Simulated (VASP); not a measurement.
Wanted: the native input for a VASP 6.6.1 run.

| Quantity | Value |
| --- | --- |
| Task | relaxation of cell and atoms |
| Functional | PBE |
| Potentials or basis | VASP PAW PBE potentials, release 64 (Zr_sv, Ge_d) |
| Cutoff | 500 eV |
| k mesh | 6 × 6 × 6 |
| Occupations | gaussian, width 0.1 eV |
| Spin | no spin polarisation |
| Dipole correction | no |
| Further INCAR settings | ALGO = Normal; EDIFF = 1e-07; IBRION = 2; EDIFFG = -0.01; NSW = 100; ISIF = 3 |

The structure of Zr7Ge lies in POSCAR:

```
Zr7Ge
1.0
    0.0000000000      4.4382623530      4.4382623530
    4.4382623530      0.0000000000      4.4382623530
    4.4382623530      4.4382623530      0.0000000000
Zr Ge
7 1
Direct
    0.0000000000      0.5000000000      0.5000000000
    0.5000000000      0.0000000000      0.5000000000
    0.5000000000      0.0000000000      0.0000000000
    0.0000000000      0.5000000000      0.0000000000
    0.5000000000      0.5000000000      0.5000000000
    0.0000000000      0.0000000000      0.5000000000
    0.5000000000      0.5000000000      0.0000000000
    0.0000000000      0.0000000000      0.0000000000
```

One way to write it, as run:

INCAR

```
PREC     = Accurate       # precision mode
ENCUT    = 500            # plane-wave cutoff, eV
EDIFF    = 1E-7           # SCF threshold, eV
ISMEAR   = 0              # smearing method
SIGMA    = 0.1            # smearing width, eV
LREAL    = F              # projectors in reciprocal space
LASPH    = T              # aspherical terms in the spheres
NELM     = 120            # most SCF steps
ALGO     = Normal         # electronic algorithm
ISIF     = 3              # what is computed and relaxed
LWAVE    = F              # write WAVECAR
LCHARG   = F              # write CHGCAR
GGA      = PE             # functional
IBRION   = 2              # ionic algorithm
NSW      = 100            # ionic steps
EDIFFG   = -0.01          # ionic threshold
GGA_COMPAT= F            
NELMIN   = 4
```

KPOINTS

```
Automatic mesh
0
Gamma
  6 6 6
```

Potentials or basis: VASP PAW PBE potentials, release 64 (Zr_sv, Ge_d).

The run is started by

```bash
$ cat potpaw_PBE.64/Zr_sv/POTCAR potpaw_PBE.64/Ge_d/POTCAR > POTCAR
$ mpirun -np 1 vasp_std > vasp.out
```

Results of the run:

```json
{"Relaxed volume": "21.88 Å³/atom", "Relaxed cell": "a = 6.279 Å, b = 6.279 Å, c = 6.279 Å, α = 60.00°, β = 60.00°, γ = 60.00°", "Space group after relaxing (to 0.1 Å)": "Fm-3m (No. 225)", "Energy gained by relaxing": "0.0 meV/atom", "Ionic steps": "3", "Pressure after relaxing": "0.0 GPa", "Band gap on the k mesh": "zero (bands 49 and 50 overlap by 1.14 eV)"}
```

It took 11 min on 1 thread of Oxide Virtual Turin-like Processor (shared host), peak memory 0.37 GiB.
